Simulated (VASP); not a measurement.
# NaSnCl3 (Pm-3m) in VASP: a series of runs, part 2 of 2

VASP 6.6.1.

**3. Single point, r2SCAN**

The input, POSCAR:

```
NaSnCl3
1.0
    5.5280093351      0.0000000000      0.0000000000
    0.0000000000      5.5280093351      0.0000000000
    0.0000000000      0.0000000000      5.5280093351
Na Sn Cl
1 1 3
Direct
    0.0000000000      0.0000000000      0.0000000000
    0.5000000000      0.5000000000      0.5000000000
    0.5000000000      0.5000000000      0.0000000000
    0.5000000000      0.0000000000      0.5000000000
    0.0000000000      0.5000000000      0.5000000000
```

The input, INCAR.step1:

```
SYSTEM = NaSnCl3
ALGO = Normal ; EDIFF = 1E-4
ENCUT = 520 ; GGA = PE
ISMEAR = 0 ; LASPH = .True.
LCHARG = .False. ; LREAL = .False.
LWAVE = .True. ; NBANDS = 29
NELM = 60 ; PREC = Accurate
SIGMA = 0.01
```

The input, INCAR.step2:

```
SYSTEM = NaSnCl3
ALGO = Normal ; EDIFF = 1E-7
ENCUT = 520 ; ISIF = 2
ISMEAR = 0 ; ISTART = 1
LASPH = .True. ; LCHARG = .False.
LMIXTAU = .True. ; LREAL = .False.
LWAVE = .False. ; METAGGA = R2SCAN
NBANDS = 29 ; NELM = 60
PREC = Accurate ; SIGMA = 0.01
```

The input, KPOINTS:

```
k-points
0
Gamma
  6 6 6
  0 0 0
```

Potentials or basis: VASP PAW PBE potentials, release 64 (Na_pv, Sn_d, Cl).

Run with:

```
$ cat potpaw_PBE.64/Na_pv/POTCAR potpaw_PBE.64/Sn_d/POTCAR potpaw_PBE.64/Cl/POTCAR > POTCAR
$ cp INCAR.step1 INCAR
$ mpirun -np 1 vasp_std > vasp.out
$ cp INCAR.step2 INCAR
$ mpirun -np 1 vasp_std > vasp.out
```

OUTCAR:

```text
SYSTEM = NaSnCl3
   EDIFF = 1E-7
   ENCUT = 520
   ISIF = 2
   ISMEAR = 0
   ISTART = 1
   LASPH = .True.
   LREAL = .False.
   METAGGA = R2SCAN
   NELM = 60
   PREC = Accurate

 ion  position               nearest neighbor table
   1  0.000  0.000  0.000-
   2  0.500  0.500  0.500-   3 2.76   4 2.76   5 2.76   3 2.76   4 2.76   5 2.76
   3  0.500  0.500  0.000-   2 2.76   2 2.76
   4  0.500  0.000  0.500-   2 2.76   2 2.76
   5  0.000  0.500  0.500-   2 2.76   2 2.76

  LATTYP: Found a simple cubic cell.
 ALAT       =     5.5280093351

  Lattice vectors:

 A1 = (   5.5280093351,   0.0000000000,   0.0000000000)
 A2 = (   0.0000000000,   5.5280093351,   0.0000000000)
 A3 = (   0.0000000000,   0.0000000000,   5.5280093351)

Analysis of symmetry for initial positions (statically):
=====================================================================
 Subroutine PRICEL returns:
 Original cell was already a primitive cell.

 Routine SETGRP: Setting up the symmetry group for a
 simple cubic supercell.

 Subroutine GETGRP returns: Found 48 space group operations
 (whereof 48 operations were pure point group operations)
 out of a pool of 48 trial point group operations.

The static configuration has the point symmetry O_h .

Analysis of symmetry for dynamics (positions and initial velocities):
=====================================================================
 Subroutine PRICEL returns:
 Original cell was already a primitive cell.

 Routine SETGRP: Setting up the symmetry group for a
 simple cubic supercell.

 Subroutine GETGRP returns: Found 48 space group operations
 (whereof 48 operations were pure point group operations)
 out of a pool of 48 trial point group operations.

The dynamic configuration has the point symmetry O_h .

 Subroutine INISYM returns: Found 48 space group operations
 (whereof 48 operations are pure point group operations),
 and found     1 'primitive' translations

[... 116 lines left out ...]
  volume/ion in A,a.u.               =      33.79       228.00
  Fermi-wavevector in a.u.,A,eV,Ry     =   1.029412  1.945306 14.417941  1.059689
  Thomas-Fermi vector in A             =   2.163458
   LORBIT       =      0    0 simple, 1 ext, 2 COOP (PROOUT), +10 PAW based schemes
   METAGGA = R2SCAN    functional components
   LHFCALC =     F    Hartree Fock is set to
   AEXX    =    0.0000 exact exchange contribution
   IVDW    =     0    specifies the selected vdW correction
   LEPSILON=     F    determine dielectric tensor
   LRPA    =     F    only Hartree local field effects (RPA)
 non-spin polarized calculation
 Gauss-broadening in eV      SIGMA  =   0.01
  energy-cutoff  :      520.00
  volume of cell :      168.93
 maximum number of plane-waves:      4632
 NGX is ok and might be reduce to    42
   NGX = 21   NGY = 21   NGZ = 21

 number of electron      41.9999989 magnetization

 Free energy of the ion-electron system (eV)
  ---------------------------------------------------
  ext. energy  EPLUGINS =         0.00000000
  ---------------------------------------------------
  free energy    TOTEN  =       -52.82849179 eV

  energy without entropy =      -52.82849179  energy(sigma->0) =      -52.82849179

 E-fermi :   2.4785     XC(G=0):  -7.5059

 val. band max:        2.4085922066   @ k =   0.5000   0.5000   0.5000
 cond. band min:       3.3674687398   @ k =   0.5000   0.5000   0.5000
 fundamental gap:      0.9588765332
 Fermi energy:         2.4785033105

 k-point     1 :       0.0000    0.0000    0.0000
  band No.  band energies     occupation
      1     -25.1290      2.00000
      2     -25.1290      2.00000
      3     -25.1290      2.00000
      4     -20.6509      2.00000
      5     -20.6509      2.00000
      6     -20.5986      2.00000
[... 629 lines left out ...]
     28       7.9387      0.00000
     29       9.2413      0.00000

------------------------ aborting loop because EDIFF is reached ----------------------------------------

  FORCE on cell =-STRESS in cart. coord.  units (eV):
  Direction    XX          YY          ZZ          XY          YZ          ZX
  --------------------------------------------------------------------------------------
  -------------------------------------------------------------------------------------
  Total       -0.1820406     -0.1820406     -0.1820406     -0.0000000     -0.0000000      0.0000000
  in kB       -1.7265233     -1.7265233     -1.7265233     -0.0000000     -0.0000000      0.0000000
  external PRESSURE =      -1.7265233 kB  Pullay stress =       0.0000000 kB

 VOLUME and BASIS-vectors are now :
 -----------------------------------------------------------------------------
  energy-cutoff  :      520.00
  volume of cell :      168.93
      direct lattice vectors                 reciprocal lattice vectors
     5.528009335  0.000000000  0.000000000     0.180896945  0.000000000  0.000000000
     0.000000000  5.528009335  0.000000000     0.000000000  0.180896945  0.000000000
     0.000000000  0.000000000  5.528009335     0.000000000  0.000000000  0.180896945

 POSITION                                       TOTAL-FORCE (eV/Angst)
 -----------------------------------------------------------------------------------
      0.00000      0.00000      0.00000         0.000000      0.000000      0.000000
      2.76400      2.76400      2.76400         0.000000      0.000000      0.000000
      2.76400      2.76400      0.00000         0.000000      0.000000      0.000000
      2.76400      0.00000      2.76400         0.000000      0.000000      0.000000
      0.00000      2.76400      2.76400         0.000000      0.000000      0.000000
 -----------------------------------------------------------------------------------
    total drift:                                0.000000     -0.000000     -0.000000

  FREE ENERGIE OF THE ION-ELECTRON SYSTEM (eV)
  ---------------------------------------------------
  free  energy   TOTEN  =       -52.8284917919 eV

  energy  without entropy=      -52.8284917919  energy(sigma->0) =      -52.82849179
```

OUTCAR.step1:

```text
SYSTEM = NaSnCl3
   EDIFF = 1E-4
   ENCUT = 520
   GGA = PE
   ISMEAR = 0
   LASPH = .True.
   LREAL = .False.
   NELM = 60
[... 864 lines left out ...]
      2.76400      2.76400      0.00000         0.000000      0.000000      0.000000
      2.76400      0.00000      2.76400         0.000000      0.000000      0.000000
      0.00000      2.76400      2.76400         0.000000      0.000000      0.000000
 -----------------------------------------------------------------------------------
    total drift:                                0.000000     -0.000000     -0.000000

  FREE ENERGIE OF THE ION-ELECTRON SYSTEM (eV)
  ---------------------------------------------------
  free  energy   TOTEN  =       -16.3996714451 eV

  energy  without entropy=      -16.3996714451  energy(sigma->0) =      -16.39967145
```

It took 14 min on 1 thread of Intel Xeon 8259CL, shared host; peak memory 0.34 GiB.

What came out:

* Free energy: -52.8285 eV
* Pressure: -0.2 GPa
* Band gap on the k mesh: 0.96 eV

Levels at points of the mesh, in eV from the valence-band top:
| k point | band 18 | band 19 | band 20 | band 21 | band 22 | band 23 | band 24 | band 25 |
| --- | --- | --- | --- | --- | --- | --- | --- | --- |
| (0.00, 0.00, 0.00) | -4.11 | -4.09 | -4.09 | -4.09 | 1.01 | 5.05 | 5.05 | 5.35 |
| (0.50, 0.00, 0.00) | -4.20 | -4.09 | -4.09 | -2.48 | 1.99 | 2.37 | 3.28 | 4.70 |
| (0.50, 0.50, 0.00) | -4.30 | -4.30 | -3.65 | -1.19 | 1.48 | 1.48 | 2.76 | 4.15 |
| (0.50, 0.50, 0.50) | -3.65 | -3.65 | -3.65 | 0.00 | 0.96 | 0.96 | 0.96 | 2.04 |

Caveat: the PAW data sets were made with another functional, which shifts forces and pressure a little; spin-orbit coupling is left out, which moves the levels of the heavy elements.
